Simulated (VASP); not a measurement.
# NaH (P6_3/mmc) in VASP: settings compared, part 2 of 2

VASP 6.6.1.

**4. Single point, r2SCAN**

POSCAR reads:

```
NaH
1.0
    3.9533072809      0.0000000000      0.0000000000
   -1.9766536405      3.4236645342      0.0000000000
    0.0000000000      0.0000000000      4.8283237760
Na H
2 2
Direct
    0.3333333333      0.6666666667      0.2500000000
    0.6666666667      0.3333333333      0.7500000000
    0.6666666667      0.3333333333      0.2500000000
    0.3333333333      0.6666666667      0.7500000000
```

INCAR.step1 reads:

```
SYSTEM = NaH
ALGO = Normal
EDIFF = 1E-4
ENCUT = 520
GGA = PE
ISMEAR = 0
LASPH = .TRUE.
LCHARG = .FALSE.
LREAL = .FALSE.
LWAVE = .TRUE.
NBANDS = 16
NELM = 60
PREC = Accurate
SIGMA = 0.01
```

INCAR.step2 reads:

```
SYSTEM = NaH
ALGO = Normal
EDIFF = 1E-7
ENCUT = 520
ISIF = 2
ISMEAR = 0
ISTART = 1
LASPH = .TRUE.
LCHARG = .FALSE.
LMIXTAU = .TRUE.
LREAL = .FALSE.
LWAVE = .FALSE.
METAGGA = R2SCAN
NBANDS = 16
NELM = 60
PREC = Accurate
SIGMA = 0.01
```

KPOINTS reads:

```
k-points
0
G
  6 6 6
  0 0 0
```

Potentials or basis: VASP PAW PBE potentials, release 64 (Na_pv, H).

Command:

```sh
> cat potpaw_PBE.64/Na_pv/POTCAR potpaw_PBE.64/H/POTCAR > POTCAR
> cp INCAR.step1 INCAR
> mpirun -np 1 vasp_std > vasp.out
> cp INCAR.step2 INCAR
> mpirun -np 1 vasp_std > vasp.out
```

OUTCAR:

```text
SYSTEM = NaH
   EDIFF = 1E-7
   ENCUT = 520
   ISIF = 2
   ISMEAR = 0
   ISTART = 1
   LASPH = .TRUE.
   LREAL = .FALSE.
   METAGGA = R2SCAN
   NELM = 60
   PREC = Accurate

 ion  position               nearest neighbor table
   1  0.333  0.667  0.250-
   2  0.667  0.333  0.750-
   3  0.667  0.333  0.250-
   4  0.333  0.667  0.750-

  LATTYP: Found a hexagonal cell.
 ALAT       =     3.9533072809
 C/A-ratio  =     1.2213378402

  Lattice vectors:

 A1 = (   3.9533072809,   0.0000000000,   0.0000000000)
 A2 = (  -1.9766536405,   3.4236645342,   0.0000000000)
 A3 = (   0.0000000000,   0.0000000000,   4.8283237760)

Analysis of symmetry for initial positions (statically):
=====================================================================
 Subroutine PRICEL returns:
 Original cell was already a primitive cell.

 Routine SETGRP: Setting up the symmetry group for a
 hexagonal supercell.

 Subroutine GETGRP returns: Found 24 space group operations
 (whereof 12 operations were pure point group operations)
 out of a pool of 24 trial point group operations.

The static configuration has the point symmetry D_3d.
 The point group associated with its full space group is D_6h.

Analysis of symmetry for dynamics (positions and initial velocities):
=====================================================================
 Subroutine PRICEL returns:
 Original cell was already a primitive cell.

 Routine SETGRP: Setting up the symmetry group for a
 hexagonal supercell.

 Subroutine GETGRP returns: Found 24 space group operations
 (whereof 12 operations were pure point group operations)
 out of a pool of 24 trial point group operations.

The dynamic configuration has the point symmetry D_3d.
[... 116 lines left out ...]
   NUPDOWN=      -1.0000    fix difference up-down
   EMIN   =  10.00;   EMAX   =-10.00  energy-range for DOS
   EFERMI =   0.00;   METHOD = LEGACY
   ISMEAR =     0;   SIGMA  =   0.01  broadening in eV -4-tet -1-fermi 0-gaus
   EFERMI_NEDOS =   21; number of points for ismear=-14 and -15
   IALGO  =     38    algorithm
   IMIX   =      4    mixing-type and parameters
     AMIX     =   0.40;   BMIX     =  1.00
     AMIX_MAG =   1.60;   BMIX_MAG =  1.00
  volume/ion in A,a.u.               =      16.34       110.25
  Fermi-wavevector in a.u.,A,eV,Ry     =   1.024154  1.935371 14.271045  1.048892
  Thomas-Fermi vector in A             =   2.157926
   LORBIT       =      0    0 simple, 1 ext, 2 COOP (PROOUT), +10 PAW based schemes
   METAGGA = R2SCAN    functional components
   LHFCALC =     F    Hartree Fock is set to
   AEXX    =    0.0000 exact exchange contribution
   IVDW    =     0    specifies the selected vdW correction
   LEPSILON=     F    determine dielectric tensor
   LRPA    =     F    only Hartree local field effects (RPA)
 non-spin polarized calculation
 Gauss-broadening in eV      SIGMA  =   0.01
  energy-cutoff  :      520.00
  volume of cell :       65.35
 maximum number of plane-waves:      1794
 NGX is ok and might be reduce to    30
   NGX = 15   NGY = 15   NGZ = 17

 number of electron      16.0000017 magnetization

 Free energy of the ion-electron system (eV)
  ---------------------------------------------------
  ext. energy  EPLUGINS =         0.00000000
  ---------------------------------------------------
  free energy    TOTEN  =       -15.05391127 eV

  energy without entropy =      -15.05391127  energy(sigma->0) =      -15.05391127

 E-fermi :  -1.6510     XC(G=0):  -7.4667

 val. band max:       -1.7538482574   @ k =   0.1667  -0.0000   0.0000
 cond. band min:       1.9247920379   @ k =   0.3333   0.3333   0.0000
 fundamental gap:      3.6786402953
 Fermi energy:        -1.6510384899

 k-point     1 :       0.0000    0.0000    0.0000
  band No.  band energies     occupation
      1     -24.8400      2.00000
      2     -24.8026      2.00000
      3     -24.8023      2.00000
      4     -24.7761      2.00000
      5     -24.7757      2.00000
      6     -24.7586      2.00000
[... 433 lines left out ...]
      3     -24.7923      2.00000
      4     -24.7923      2.00000
      5     -24.7718      2.00000
      6     -24.7718      2.00000
[... 8 lines left out ...]
     15      12.4219      0.00000
     16      12.4219      0.00000

 [... further k-points ...]
[... 5 lines left out ...]
  --------------------------------------------------------------------------------------
  -------------------------------------------------------------------------------------
  Total       -0.0492178     -0.0492178     -0.1147188      0.0000000     -0.0000000      0.0000000
  in kB       -1.2066596     -1.2066596     -2.8125300      0.0000000     -0.0000000      0.0000000
  external PRESSURE =      -1.7419497 kB  Pullay stress =       0.0000000 kB

 VOLUME and BASIS-vectors are now :
 -----------------------------------------------------------------------------
  energy-cutoff  :      520.00
  volume of cell :       65.35
      direct lattice vectors                 reciprocal lattice vectors
     3.953307281  0.000000000  0.000000000     0.252952763  0.146042346  0.000000000
    -1.976653640  3.423664534  0.000000000     0.000000000  0.292084692  0.000000000
     0.000000000  0.000000000  4.828323776     0.000000000  0.000000000  0.207111214

 POSITION                                       TOTAL-FORCE (eV/Angst)
 -----------------------------------------------------------------------------------
     -0.00000      2.28244      1.20708        -0.000000      0.000000      0.000000
      1.97665      1.14122      3.62124         0.000000     -0.000000      0.000000
      1.97665      1.14122      1.20708        -0.000000     -0.000000      0.000000
     -0.00000      2.28244      3.62124        -0.000000     -0.000000      0.000000
 -----------------------------------------------------------------------------------
    total drift:                                0.000000     -0.000000      0.000000

  FREE ENERGIE OF THE ION-ELECTRON SYSTEM (eV)
  ---------------------------------------------------
  free  energy   TOTEN  =       -15.0539112721 eV

  energy  without entropy=      -15.0539112721  energy(sigma->0) =      -15.05391127
```

OUTCAR.step1:

```text
SYSTEM = NaH
   EDIFF = 1E-4
   ENCUT = 520
   GGA = PE
   ISMEAR = 0
   LASPH = .TRUE.
   LREAL = .FALSE.
   NELM = 60
[... 686 lines left out ...]
      1.97665      1.14122      3.62124         0.000000      0.000000      0.000000
      1.97665      1.14122      1.20708        -0.000000     -0.000000      0.000000
     -0.00000      2.28244      3.62124        -0.000000     -0.000000      0.000000
 -----------------------------------------------------------------------------------
    total drift:                                0.000000     -0.000000      0.000000

  FREE ENERGIE OF THE ION-ELECTRON SYSTEM (eV)
  ---------------------------------------------------
  free  energy   TOTEN  =       -10.0729735143 eV

  energy  without entropy=      -10.0729735143  energy(sigma->0) =      -10.07297351
```

OSZICAR.step1:

```text
N       E                     dE             d eps       ncg     rms          rms(c)
DAV:   1     0.115233211305E+03    0.11523E+03   -0.84837E+03   896   0.102E+03
DAV:   2    -0.481545728300E+01   -0.12005E+03   -0.11525E+03   968   0.297E+02
DAV:   3    -0.110440456377E+02   -0.62286E+01   -0.62144E+01  1168   0.720E+01
DAV:   4    -0.111278990744E+02   -0.83853E-01   -0.83850E-01  1040   0.935E+00
DAV:   5    -0.111293568844E+02   -0.14578E-02   -0.14578E-02  1160   0.120E+00    0.488E+00
DAV:   6    -0.102712425123E+02    0.85811E+00   -0.34223E-01  1224   0.367E+00    0.223E+00
DAV:   7    -0.100503464488E+02    0.22090E+00   -0.44763E-01  1120   0.293E+00    0.562E-01
DAV:   8    -0.100722738028E+02   -0.21927E-01   -0.35003E-02   928   0.153E+00    0.150E-01
DAV:   9    -0.100730334696E+02   -0.75967E-03   -0.54392E-03  1040   0.632E-01    0.487E-02
DAV:  10    -0.100729735143E+02    0.59955E-04   -0.31811E-04   992   0.119E-01
   1 F= -.10072974E+02 E0= -.10072974E+02  d E =-.152834E-37
```

It took 2.3 min on 1 thread of Intel Xeon Platinum 8259CL at 2.50GHz (Skylake/Cascade Lake), shared host; peak memory 0.18 GiB.

Results:

| Item | Value |
| --- | --- |
| Free energy | -15.0539 eV |
| Pressure | -0.2 GPa |
| Band gap on the k mesh | 3.68 eV, indirect (least direct gap 4.57 eV) |

Levels at points of the mesh, in eV from the valence-band top:
```tsv
k point	band 5	band 6	band 7	band 8	band 9	band 10	band 11	band 12
(0.00, 0.00, 0.00)	-23.02	-23.00	-3.30	-0.01	5.41	8.54	10.99	10.99
(0.50, 0.00, 0.00)	-23.03	-23.02	-1.48	-0.59	4.23	8.16	8.29	8.43
(0.00, 0.00, 0.50)	-23.04	-23.04	-1.97	-1.97	7.51	7.51	11.58	11.58
(0.50, 0.00, 0.50)	-23.02	-23.02	-0.81	-0.81	4.44	4.44	9.18	9.18
```

Caveat: the PAW data sets were made with another functional, which shifts forces and pressure a little.

**5. Summary**

| level | potentials or basis | gap on the mesh (eV) | pressure (GPa) |
| --- | --- | --- | --- |
| PBE | VASP PAW PBE potentials, release 64 (Na_pv, H) | 3.33 | 0.3 |
| LDA | VASP PAW LDA potentials, release 64 (Na_pv, H) | 2.98 | -1.4 |
| r2SCAN | VASP PAW PBE potentials, release 64 (Na_pv, H) | 3.68 | -0.2 |

Alike in all rows: task single point; no spin polarisation; cell as given; k mesh 6 × 6 × 6; cutoff (eV) 520; smearing gaussian 0.01 eV.

Caveats: the PAW data sets were made with another functional, which shifts forces and pressure a little (some runs).

Total energies depend on the potentials used, so only differences within one code and one set of settings carry meaning.
